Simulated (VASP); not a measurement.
# HgTe (F-43m) in VASP: single point with PBE

Aim: the single point of HgTe with PBE.

Program: VASP 6.6.1. These are calculated values, not measurements. Logs are shortened: lines on timing, memory, paths and dates and some standing lists are left out, and cuts for length are marked.

**1. The cell of the first run**

The structure is cubic, space group F-43m (No. 216). Conventional cell: a = 6.725 Å, b = 6.725 Å, c = 6.725 Å, α = 90.00°, β = 90.00°, γ = 90.00°. Hg (site symmetry -43m) has 4 Te at 2.91 Å within 3.8 Å. Within 3.8 Å of Te (site symmetry -43m) lie 4 Hg at 2.91 Å.

**2. Single point, PBE**

INCAR reads:

```
SYSTEM = HgTe
PREC = Accurate ; ENCUT = 500
EDIFF = 1E-6 ; ISMEAR = -1
SIGMA = 0.15 ; LREAL = .False.
LASPH = .True. ; NELM = 120
ALGO = Normal ; ISIF = 2
LWAVE = .False. ; LCHARG = .False.
GGA = PE ; NBANDS = 16
GGA_COMPAT = .False.
```

KPOINTS reads:

```
regular mesh
0
Gamma
  12 12 12
  0 0 0
```

POSCAR reads:

```
HgTe
1.0
    0.0000000000      3.3622663616      3.3622663616
    3.3622663616      0.0000000000      3.3622663616
    3.3622663616      3.3622663616      0.0000000000
Hg Te
1 1
Direct
    0.0000000000      0.0000000000      0.0000000000
    0.7500000000      0.7500000000      0.7500000000
```

Potentials or basis: VASP PAW PBE potentials, release 64 (Hg, Te).

Launch:

```bash
$ cat potpaw_PBE.64/Hg/POTCAR potpaw_PBE.64/Te/POTCAR > POTCAR
$ mpirun -np 1 vasp_std > vasp.out
```

OUTCAR:

```text
SYSTEM = HgTe
   PREC = Accurate
   ENCUT = 500
   EDIFF = 1E-6
   ISMEAR = -1
   LREAL = .False.
   LASPH = .True.
   NELM = 120
   ISIF = 2
   GGA = PE

 ion  position               nearest neighbor table
   1  0.000  0.000  0.000-   2 2.91   2 2.91   2 2.91   2 2.91
   2  0.750  0.750  0.750-   1 2.91   1 2.91   1 2.91   1 2.91

  LATTYP: Found a face centered cubic cell.
 ALAT       =     6.7245327232

  Lattice vectors:

 A1 = (   0.0000000000,   3.3622663616,   3.3622663616)
 A2 = (   3.3622663616,   0.0000000000,   3.3622663616)
 A3 = (   3.3622663616,   3.3622663616,   0.0000000000)

Analysis of symmetry for initial positions (statically):
=====================================================================
 Subroutine PRICEL returns:
 Original cell was already a primitive cell.

 Routine SETGRP: Setting up the symmetry group for a
 face centered cubic supercell.

 Subroutine GETGRP returns: Found 24 space group operations
 (whereof 24 operations were pure point group operations)
 out of a pool of 48 trial point group operations.

The static configuration has the point symmetry T_d .

Analysis of symmetry for dynamics (positions and initial velocities):
=====================================================================
 Subroutine PRICEL returns:
 Original cell was already a primitive cell.

 Routine SETGRP: Setting up the symmetry group for a
 face centered cubic supercell.

 Subroutine GETGRP returns: Found 24 space group operations
 (whereof 24 operations were pure point group operations)
 out of a pool of 48 trial point group operations.

The dynamic configuration has the point symmetry T_d .

 Subroutine INISYM returns: Found 24 space group operations
 (whereof 24 operations are pure point group operations),
 and found     1 'primitive' translations

----------------------------------------------------------------------------------------

                                     Primitive cell

  volume of cell :      76.0197

  direct lattice vectors                    reciprocal lattice vectors
     0.000000000  3.362266362  3.362266362    -0.148709218  0.148709218  0.148709218
     3.362266362  0.000000000  3.362266362     0.148709218 -0.148709218  0.148709218
     3.362266362  3.362266362  0.000000000     0.148709218  0.148709218 -0.148709218

  length of vectors
     4.754962689  4.754962689  4.754962689     0.257571920  0.257571920  0.257571920

  position of ions in fractional coordinates (direct lattice)
     0.000000000  0.000000000  0.000000000
     0.750000000  0.750000000  0.750000000

  ion indices of the primitive-cell ions
   primitive index   ion index
                 1           1
                 2           2

----------------------------------------------------------------------------------------

 KPOINTS: regular mesh

Automatic generation of k-mesh.
 Grid dimensions read from file:
 generate k-points for:   12   12   12

 Generating k-lattice:

  Cartesian coordinates                     Fractional coordinates (reciprocal lattice)
    -0.012392435  0.012392435  0.012392435     0.083333333  0.000000000  0.000000000
     0.012392435 -0.012392435  0.012392435     0.000000000  0.083333333  0.000000000
     0.012392435  0.012392435 -0.012392435     0.000000000  0.000000000  0.083333333

  Length of vectors
     0.021464327  0.021464327  0.021464327

  Shift w.r.t. Gamma in fractional coordinates (k-lattice)
     0.000000000  0.000000000  0.000000000

 Subroutine IBZKPT returns following result:
 ===========================================

 Found     72 irreducible k-points:

 Following reciprocal coordinates:
            Coordinates               Weight
  0.000000  0.000000  0.000000      1.000000
  0.083333  0.000000  0.000000      8.000000
  0.166667  0.000000  0.000000      8.000000
  0.250000  0.000000  0.000000      8.000000
  0.333333  0.000000  0.000000      8.000000
  0.416667  0.000000  0.000000      8.000000
[... 16 lines left out ...]
  0.500000  0.166667  0.000000     24.000000
 -0.416667  0.166667  0.000000     24.000000
 [... further k-points ...]
   k-points           NKPTS =     72   k-points in BZ     NKDIM =     72   number of bands    NBANDS=     16
   number of dos      NEDOS =    301   number of ions     NIONS =      2
   total plane-waves  NPLWV =  46656
   dimension x,y,z NGX =    36 NGY =   36 NGZ =   36
   dimension x,y,z NGXF=    72 NGYF=   72 NGZF=   72
   ions per type =               1   1
   NGX,Y,Z   is equivalent  to a cutoff of  12.59, 12.59, 12.59 a.u.
   NGXF,Y,Z  is equivalent  to a cutoff of  25.17, 25.17, 25.17 a.u.
 SYSTEM =  HgTe
   PREC   = accura    normal or accurate (medium, high low for compatibility)
   ISTART =      0    job   : 0-new  1-cont  2-samecut
   ICHARG =      2    charge: 1-file 2-atom 10-const
   ISPIN  =      1    spin polarized calculation?
   LNONCOLLINEAR =      F non collinear calculations
   LSORBIT =      F    spin-orbit coupling
   LASPH  =      T    aspherical Exc in radial PAW
   ENCUT  =  500.0 eV  36.75 Ry    6.06 a.u.   8.67  8.67  8.67*2*pi/ulx,y,z
   NELM   =    120;   NELMIN=  2; NELMDL= -5     # of ELM steps
   EDIFF  = 0.1E-05   stopping-criterion for ELM
   LREAL  =      F    real-space projection
   EDIFFG = 0.1E-04   stopping-criterion for IOM
   NSW    =      0    number of steps for IOM
   IBRION =     -1    ionic relax: 0-MD 1-quasi-New 2-CG
   NFREE  =      0    steps in history (QN), initial steepest desc. (CG)
   ISIF   =      2    stress and relaxation
   ISYM   =      2    0-nonsym 1-usesym 2-fastsym
   POTIM  = 0.5000    time-step for ionic-motion
   TEBEG  =    0.0;   TEEND  =   0.0 temperature during run
   PSTRESS=    0.0 pullay stress
   NELECT =      18.0000    total number of electrons
   NUPDOWN=      -1.0000    fix difference up-down
   EMIN   =  10.00;   EMAX   =-10.00  energy-range for DOS
   EFERMI =   0.00;   METHOD = LEGACY
   ISMEAR =    -1;   SIGMA  =   0.15  broadening in eV -4-tet -1-fermi 0-gaus
   EFERMI_NEDOS =   21; number of points for ismear=-14 and -15
   IALGO  =     38    algorithm
   IMIX   =      4    mixing-type and parameters
     AMIX     =   0.40;   BMIX     =  1.00
     AMIX_MAG =   1.60;   BMIX_MAG =  1.00
  volume/ion in A,a.u.               =      38.01       256.50
  Fermi-wavevector in a.u.,A,eV,Ry     =   1.012800  1.913914 13.956355  1.025763
  Thomas-Fermi vector in A             =   2.145931
   LORBIT       =      0    0 simple, 1 ext, 2 COOP (PROOUT), +10 PAW based schemes
   GGA     = PE    functional components
   LHFCALC =     F    Hartree Fock is set to
   AEXX    =    0.0000 exact exchange contribution
   IVDW    =     0    specifies the selected vdW correction
   LEPSILON=     F    determine dielectric tensor
   LRPA    =     F    only Hartree local field effects (RPA)
 non-spin polarized calculation
  energy-cutoff  :      500.00
  volume of cell :       76.02
 maximum number of plane-waves:      1964
   NGX = 17   NGY = 17   NGZ = 17

 number of electron      17.9999999 magnetization

 Free energy of the ion-electron system (eV)
  ---------------------------------------------------
  ext. energy  EPLUGINS =         0.00000000
  ---------------------------------------------------
  free energy    TOTEN  =        -3.64786342 eV

  energy without entropy =       -3.63705667  energy(sigma->0) =       -3.64246004

 E-fermi :   2.1870     XC(G=0):  -8.2123

 val. band max:        1.9236303318   @ k =   0.0000   0.0000   0.0000
 cond. band min:       2.2469534620   @ k =   0.0833   0.0000   0.0000
 fundamental gap:      0.3233231302
 Fermi energy:         2.1869545751

 k-point     1 :       0.0000    0.0000    0.0000
  band No.  band energies     occupation
      1      -9.2923      2.00000
      2      -4.8078      2.00000
      3      -4.8078      2.00000
      4      -4.8078      2.00000
      5      -4.4099      2.00000
      6      -4.4099      2.00000
[... 8 lines left out ...]
     15      11.3043      0.00000
     16      11.3043      0.00000

 k-point     2 :       0.0833    0.0000    0.0000
  band No.  band energies     occupation
      1      -9.2653      2.00000
      2      -4.8004      2.00000
      3      -4.8004      2.00000
      4      -4.7951      2.00000
      5      -4.4106      2.00000
      6      -4.4106      2.00000
[... 8 lines left out ...]
     15      10.8724      0.00000
     16      10.8724      0.00000

 k-point     3 :       0.1667    0.0000    0.0000
  band No.  band energies     occupation
      1      -9.1900      2.00000
      2      -4.7805      2.00000
      3      -4.7805      2.00000
      4      -4.7505      2.00000
      5      -4.4114      2.00000
      6      -4.4114      2.00000
[... 8 lines left out ...]
     15      10.4827      0.00000
     16      10.4827      0.00000

 k-point     4 :       0.2500    0.0000    0.0000
  band No.  band energies     occupation
      1      -9.0836      2.00000
      2      -4.7553      2.00000
      3      -4.7553      2.00000
      4      -4.6581      2.00000
      5      -4.4100      2.00000
      6      -4.4100      2.00000
[... 8 lines left out ...]
     15      10.4180      0.00000
     16      10.4180      0.00000
[... 324 lines left out ...]
 k-point    22 :       0.4167    0.1667    0.0000
  band No.  band energies     occupation
      1      -8.8816      2.00000
      2      -4.7086      2.00000
      3      -4.6799      2.00000
      4      -4.4930      2.00000
      5      -4.3869      2.00000
      6      -4.3370      2.00000
[... 8 lines left out ...]
     15      11.2630      0.00000
     16      11.8793      0.00000

 k-point    23 :       0.5000    0.1667    0.0000
  band No.  band energies     occupation
      1      -8.8220      2.00000
      2      -4.6972      2.00000
      3      -4.6740      2.00000
      4      -4.4403      2.00000
      5      -4.3904      2.00000
      6      -4.1859      2.00000
[... 8 lines left out ...]
     15      11.4225      0.00000
     16      11.9088      0.00000

 k-point    24 :      -0.4167    0.1667    0.0000
  band No.  band energies     occupation
      1      -8.8142      2.00000
      2      -4.6929      2.00000
      3      -4.6797      2.00000
      4      -4.4186      2.00000
      5      -4.4009      2.00000
      6      -4.1523      2.00000
[... 8 lines left out ...]
     15      11.1479      0.00000
     16      11.3999      0.00000

 [... further k-points ...]

------------------------ aborting loop because EDIFF is reached ----------------------------------------

  FORCE on cell =-STRESS in cart. coord.  units (eV):
  Direction    XX          YY          ZZ          XY          YZ          ZX
  --------------------------------------------------------------------------------------
  -------------------------------------------------------------------------------------
  Total       -0.4604368     -0.4604368     -0.4604368      0.0000000     -0.0000000      0.0000000
  in kB       -9.7040771     -9.7040771     -9.7040771      0.0000000     -0.0000000      0.0000000
  external PRESSURE =      -9.7040771 kB  Pullay stress =       0.0000000 kB

 VOLUME and BASIS-vectors are now :
 -----------------------------------------------------------------------------
  energy-cutoff  :      500.00
  volume of cell :       76.02
      direct lattice vectors                 reciprocal lattice vectors
     0.000000000  3.362266362  3.362266362    -0.148709218  0.148709218  0.148709218
     3.362266362  0.000000000  3.362266362     0.148709218 -0.148709218  0.148709218
     3.362266362  3.362266362  0.000000000     0.148709218  0.148709218 -0.148709218

 POSITION                                       TOTAL-FORCE (eV/Angst)
 -----------------------------------------------------------------------------------
      0.00000      0.00000      0.00000         0.000000      0.000000      0.000000
      5.04340      5.04340      5.04340        -0.000000     -0.000000     -0.000000
 -----------------------------------------------------------------------------------
    total drift:                                0.000000      0.000000     -0.000000

  FREE ENERGIE OF THE ION-ELECTRON SYSTEM (eV)
  ---------------------------------------------------
  free  energy   TOTEN  =        -3.6478634182 eV

  energy  without entropy=       -3.6370566670  energy(sigma->0) =       -3.64246004
```

It took 66 s on 1 thread of Intel Xeon Platinum 8375C at 2.90GHz (Ice Lake), shared host; peak memory 0.25 GiB.

What came out:

```
Free energy            : -3.6479 eV
Pressure               : -1.0 GPa
Band gap on the k mesh : zero (filled and empty bands touch)
```

Caveat: semilocal functionals underestimate gaps, so a narrow gap can read as zero; spin-orbit coupling is left out, which moves the levels of the heavy elements.
